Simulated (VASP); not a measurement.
Crystal: BaTiO3.

```
Ba Ti O
1.0
     2.82767    1.63255    2.31773
    -2.82767    1.63255    2.31773
     0.00000   -3.26511    2.31773
Ba Ti O
1 1 3
Direct
  0.03347 0.98847 0.00184
  0.50610 0.52748 0.53723
  0.48625 0.49715 0.97115
  0.47409 0.98642 0.47201
  0.97879 0.47918 0.49647
```

Program: VASP 6.6.1. Alike in all runs: task single point; potentials or basis VASP PAW PBE potentials, release 64 (Ba_sv, Ti_sv, O); no spin polarisation; cell as given; k mesh 7 × 7 × 7; cutoff (eV) 520; smearing fermi-dirac 0.05 eV.

Problem. Order these runs on this cell by their band gap on the k mesh, lowest first.
A. level PBE
B. level PBE+U; U Ti d U = 6.0 eV
C. level PBE+U; U Ti d U = 2.0 eV

Solution. A (2.75 eV), C (2.95 eV), B (3.42 eV).

Caveats: spin-orbit coupling is left out, which moves the levels of the heavy elements; an odd mesh through Γ misses points on the zone boundary, where band edges can lie; forces of over 1 eV/Å act on the atoms, so gaps and moduli don't describe the material at rest.
